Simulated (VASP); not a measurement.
# Au (P6_3/mmc) in VASP: a series of runs, part 2 of 2

VASP 6.6.1. The steps go on from the part before.

## Step 3: Relaxation of cell and atoms, LDA, target pressure 8 GPa, at which the enthalpy is minimised

This run uses another cell than the first one, of 16.35 Å³/atom.

File INCAR:

```
SYSTEM = Au
PREC = Accurate
ENCUT = 600
EDIFF = 1E-6
ISMEAR = -1
SIGMA = 0.15
LREAL = .False.
LASPH = .True.
NELM = 100
ALGO = Fast
ISIF = 3
LWAVE = .False.
LCHARG = .False.
IBRION = 2
NSW = 80
EDIFFG = -0.001
PSTRESS = 80.0
```

File KPOINTS:

```
regular mesh
0
Gamma
  18 18 10
  0 0 0
```

File POSCAR:

```
Au
1.0
    2.8239348691      0.0000000000      0.0000000000
   -1.4119674345      2.4455993353      0.0000000000
    0.0000000000      0.0000000000      4.7342413552
Au
2
Direct
    0.3333333333      0.6666666667      0.7500000000
    0.6666666667      0.3333333333      0.2500000000
```

Potentials or basis: VASP PAW LDA potentials, release 64 (Au).

Run with:

```sh
$ cat potpaw_LDA.64/Au/POTCAR > POTCAR
$ mpirun -np 1 vasp_std > vasp.out
```

OUTCAR:

```text
SYSTEM = Au
   PREC = Accurate
   ENCUT = 600
   EDIFF = 1E-6
   ISMEAR = -1
   LREAL = .False.
   LASPH = .True.
   NELM = 100
   ISIF = 3
   IBRION = 2
   NSW = 80
   EDIFFG = -0.001
   PSTRESS = 80.0

 ion  position               nearest neighbor table
   1  0.333  0.667  0.750-   2 2.87   2 2.87   2 2.87   2 2.87   2 2.87   2 2.87
   2  0.667  0.333  0.250-   1 2.87   1 2.87   1 2.87   1 2.87   1 2.87   1 2.87

  LATTYP: Found a hexagonal cell.
 ALAT       =     2.8239348691
 C/A-ratio  =     1.6764697398

  Lattice vectors:

 A1 = (   2.8239348691,   0.0000000000,   0.0000000000)
 A2 = (  -1.4119674345,   2.4455993353,   0.0000000000)
 A3 = (   0.0000000000,   0.0000000000,   4.7342413552)

Analysis of symmetry for initial positions (statically):
=====================================================================
 Subroutine PRICEL returns:
 Original cell was already a primitive cell.

 Routine SETGRP: Setting up the symmetry group for a
 hexagonal supercell.

 Subroutine GETGRP returns: Found 24 space group operations
 (whereof 12 operations were pure point group operations)
 out of a pool of 24 trial point group operations.

The static configuration has the point symmetry D_3d.
 The point group associated with its full space group is D_6h.

Analysis of symmetry for dynamics (positions and initial velocities):
=====================================================================
 Subroutine PRICEL returns:
 Original cell was already a primitive cell.

 Routine SETGRP: Setting up the symmetry group for a
 hexagonal supercell.

 Subroutine GETGRP returns: Found 24 space group operations
 (whereof 12 operations were pure point group operations)
 out of a pool of 24 trial point group operations.

The dynamic configuration has the point symmetry D_3d.
 The point group associated with its full space group is D_6h.

 Subroutine INISYM returns: Found 24 space group operations
 (whereof 12 operations are pure point group operations),
 and found     1 'primitive' translations

----------------------------------------------------------------------------------------

                                     Primitive cell

  volume of cell :      32.6957
[... 114 lines left out ...]
   GGA     = CA    functional components
   LHFCALC =     F    Hartree Fock is set to
   AEXX    =    0.0000 exact exchange contribution
   IVDW    =     0    specifies the selected vdW correction
   LEPSILON=     F    determine dielectric tensor
   LRPA    =     F    only Hartree local field effects (RPA)
 conjugate gradient relaxation of ions
 non-spin polarized calculation
 RMM-DIIS sequential band-by-band and
  energy-cutoff  :      600.00
  volume of cell :       32.70
 maximum number of plane-waves:      1117
 NGX is ok and might be reduce to    24
   NGX = 11   NGY = 11   NGZ = 19

--------------------------------------- Ionic step        1  -------------------------------------------

 number of electron      22.0000000 magnetization

 Free energy of the ion-electron system (eV)
  ---------------------------------------------------
  ext. energy  EPLUGINS =         0.00000000
  ---------------------------------------------------
  free energy    TOTEN  =        -8.89016609 eV

  energy without entropy =       -8.84414119  energy(sigma->0) =       -8.86715364

 E-fermi :   9.9751     XC(G=0): -13.2250

 val. band max:        9.9377412663   @ k =   0.4444   0.0556   0.2000
 cond. band min:       9.9751947337   @ k =   0.3333   0.1667   0.2000
 fundamental gap:      0.0374534674
 Fermi energy:         9.9751335821

 k-point     1 :       0.0000    0.0000    0.0000
  band No.  band energies     occupation
      1      -0.3593      2.00000
      2       2.1682      2.00000
      3       4.8732      2.00000
      4       5.1678      2.00000
      5       5.1678      2.00000
      6       5.5101      2.00000
      7       5.5101      2.00000
      8       6.2614      2.00000
      9       6.2614      2.00000
     10       7.7568      2.00000
     11       7.7568      2.00000
     12       8.6107      1.99978
     13      12.8947      0.00000
     14      24.5102      0.00000
[... 524 lines left out ...]
  energy  without entropy=       -8.8223517128  energy(sigma->0) =       -8.84502388

  enthalpy is  TOTEN    =        -7.2664691940 eV   P V=        1.6012268576

[... ionic steps 4 to 13 ...]

--------------------------------------- Ionic step       14  -------------------------------------------

 number of electron      21.9999998 magnetization

------------------------ aborting loop because EDIFF is reached ----------------------------------------
[... 71 lines left out ...]
--------------------------------------- Ionic step       16  -------------------------------------------

 number of electron      21.9999998 magnetization

 Free energy of the ion-electron system (eV)
  ---------------------------------------------------
  ext. energy  EPLUGINS =         0.00000000
  ---------------------------------------------------
  free energy    TOTEN  =        -8.86726895 eV

  energy without entropy =       -8.82189722  energy(sigma->0) =       -8.84458308

 E-fermi :  10.3308     XC(G=0): -13.3406

 val. band max:       10.3000518813   @ k =   0.1111   0.1111   0.2000
 cond. band min:      10.3348229151   @ k =   0.3333   0.1667   0.2000
 fundamental gap:      0.0347710338
 Fermi energy:        10.3307702719

 k-point     1 :       0.0000    0.0000    0.0000
  band No.  band energies     occupation
      1      -0.2246      2.00000
      2       2.3371      2.00000
      3       5.1245      2.00000
      4       5.4094      2.00000
      5       5.4094      2.00000
      6       5.7687      2.00000
      7       5.7687      2.00000
      8       6.5226      2.00000
      9       6.5226      2.00000
     10       8.0866      2.00000
     11       8.0866      2.00000
     12       8.8869      1.99987
     13      13.3945      0.00000
     14      24.8201      0.00000
[... 448 lines left out ...]
  energy  without entropy=       -8.8218972184  energy(sigma->0) =       -8.84458308

  enthalpy is  TOTEN    =        -7.2665348352 eV   P V=        1.6007341127

 reached required accuracy - stopping structural energy minimisation
```

CONTCAR:

```text
Au
   1.00000000000000
     2.8082819275731774    0.0000000000046631   -0.0000000000000000
    -1.4041409637328279    2.4320434902956549   -0.0000000000000000
     0.0000000000000000    0.0000000000000000    4.6938342934214266
  Au
     2
Direct
     0.3333333332999970    0.6666666667000030    0.7500000000000000
     0.6666666667000030    0.3333333332999970    0.2500000000000000

  0.00000000E+00  0.00000000E+00  0.00000000E+00
  0.00000000E+00  0.00000000E+00  0.00000000E+00
```

Wall time 5.1 min (1 thread of Intel Xeon Platinum 8488C (Sapphire Rapids), shared host); peak memory 0.24 GiB.

Results:

```yaml
Free_energy: -8.8673 eV
Relaxed_volume: 16.03 Å³/atom
Relaxed_cell: a = 2.808 Å, b = 2.808 Å, c = 4.694 Å, α = 90.00°, β = 90.00°, γ = 120.00°
Space_group_after_relaxing_to_0.1_Å: P6_3/mmc (No. 194)
Energy_change_on_relaxing_the_run_minimises_the_enthalpy: +11.4 meV/atom
Ionic_steps: 16
Pressure_after_relaxing: 8.0 GPa
Band_gap_on_the_k_mesh: zero (bands 11 and 12 overlap by 7.39 eV)
```

Step by step:
```tsv
step	energy change (eV)	largest force (eV/Å)	pressure (GPa)	volume (Å³)
1	0.0000	0.0000	3.65	32.70
2	0.1448	0.0000	20.15	30.64
3	0.0225	0.0000	7.91	32.07
4	0.0231	0.0000	8.00	32.06
5	0.0231	0.0000	8.03	32.05
6	0.0232	0.0000	8.03	32.05
7	0.0231	0.0000	8.04	32.05
8	0.0231	0.0000	8.04	32.05
9	0.0231	0.0000	8.04	32.05
10	0.0231	0.0000	8.04	32.05
11	0.0231	0.0000	8.04	32.05
12	0.0231	0.0000	8.04	32.05
13	0.0222	0.0000	7.95	32.07
14	0.0227	0.0000	7.94	32.06
15	0.0229	0.0000	8.01	32.06
16	0.0229	0.0000	8.00	32.06
```

Final structure:
```
Au
1.0
     2.80828    0.00000    0.00000
    -1.40414    2.43204    0.00000
     0.00000    0.00000    4.69383
Au
2
Direct
  0.33333 0.66667 0.75000
  0.66667 0.33333 0.25000
```

Caveat: the cell is relaxed towards a set pressure, so the run minimises the enthalpy, not the energy; spin-orbit coupling is left out, which moves the levels of the heavy elements. LDA usually gives volumes a few per cent too small.

The gap in the log of VASP goes by the Fermi energy; the results here count the filled bands.